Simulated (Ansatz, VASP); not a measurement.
**Two plane-wave programs on BaTiO3**

The input INCAR:

```
SYSTEM = BaTiO3
PREC = Accurate ; ENCUT = 520
EDIFF = 1E-7 ; ISMEAR = 0
SIGMA = 0.02 ; LREAL = .FALSE.
LASPH = .TRUE. ; NELM = 100
ALGO = Normal ; ISIF = 2
LWAVE = .FALSE. ; LCHARG = .FALSE.
GGA = PE ; NBANDS = 28
```

KPOINTS

```
regular mesh
0
G
  8 8 6
  0 0 0
```

Contents of POSCAR:

```
BaTiO3
1.0
    3.9854497974      0.0000000000      0.0000000000
    0.0000000000      3.9854497974      0.0000000000
    0.0000000000      0.0000000000      4.2004826447
Ba Ti O
1 1 3
Direct
    0.5000000000      0.5000000000      0.5912757143
    0.0000000000      0.0000000000      0.1084227174
    0.0000000000      0.5000000000      0.0602445497
    0.5000000000      0.0000000000      0.0602445497
    0.0000000000      0.0000000000      0.5398094588
```

Input for Ansatz:

```yaml
crystal:
  lattice:
    - [3.9854497941, 0.0, 0.0]
    - [0.0, 3.9854497941, 0.0]
    - [0.0, 0.0, 4.2004826522]
  atoms:
    - { symbol: Ba, position: [0.5, 0.5, 0.5912757181] }
    - { symbol: Ti, position: [0.0, 0.0, 0.1084227154] }
    - { symbol: O, position: [0.0, 0.5, 0.0602445495] }
    - { symbol: O, position: [0.5, 0.0, 0.0602445495] }
    - { symbol: O, position: [0.0, 0.0, 0.5398094574] }
basis:
  ecutwfc: 420
kpoints:
  mp_grid: { grid: [8, 8, 6] }
hamiltonian:
  xc: pbe
scf:
  occupations: { method: gaussian, width: 0.02 }
output:
  forces: true
  stress: true
  eigenvalues: true
```

Alike in both runs: task single point; functional PBE; k mesh 8 × 8 × 6; occupations gaussian, width 0.02 eV; no spin polarisation.

```csv
,VASP,Ansatz
version,VASP 6.6.1,Ansatz 0.2.0
potentials or method,"VASP PAW PBE potentials, release 64 (Ba_sv, Ti_sv, O), cutoff 520 eV","scalar-relativistic, plane waves, PAW"
valence electrons in the cell,40,40
```

|  | VASP | Ansatz | Ansatz less VASP |
| --- | --- | --- | --- |
| gap on the k mesh at the Fermi level (eV) | 1.79 | 1.84 | +0.055 |
| least direct gap on the mesh (eV) | 2.35 | 2.39 | +0.035 |
| pressure (GPa) | 1.6 | 0.0 | -1.58 |
| traceless stress, the component that is largest in VASP (GPa) | 0.05 | 0.02 | -0.033 |
| rms of the force components (eV/Å) | 0.034 | 0.001 | -0.0329 |

Atom by atom the forces differ by 0.034 eV/Å (rms over components).

Spin-orbit coupling is off throughout.
